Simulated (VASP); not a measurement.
ZnO:

```xyz
4
Lattice="3.2275 0.0000 0.0000 -1.6137 2.7951 0.0000 0.0000 0.0000 5.1708" Properties=species:S:1:pos:R:3 pbc="T T T"
Zn    1.6137    0.9317    0.0000
Zn    0.0000    1.8634    2.5854
O     0.0000    1.8634    4.5452
O     1.6137    0.9317    1.9598
```

Base run:

* Program: VASP 6.6.1
* Functional: r2SCAN
* Dispersion: rVV10
* Potentials or basis: VASP PAW PBE potentials, release 64 (Zn, O_h)
* Cutoff: 1480 eV
* k mesh: 9 × 9 × 5
* Occupations: fermi-dirac, width 0.05 eV
* Spin: no spin polarisation

Its results: band gap on the k mesh 1.21 eV; pressure 1.6 GPa; largest force 0.079 eV/Å.

Question: The run is repeated on the same cell with these changes: functional from r2SCAN to revPBE; dispersion from rVV10 to none; cutoff from 1480 eV to 1340 eV. What comes out?

Answer: Band gap on the k mesh 0.89 eV; pressure 12.6 GPa; largest force 0.086 eV/Å.

Several settings changed at once.

Caveats: the PAW data sets were made with another functional, which shifts forces and pressure a little; the cell stands under pressure (at least some runs).

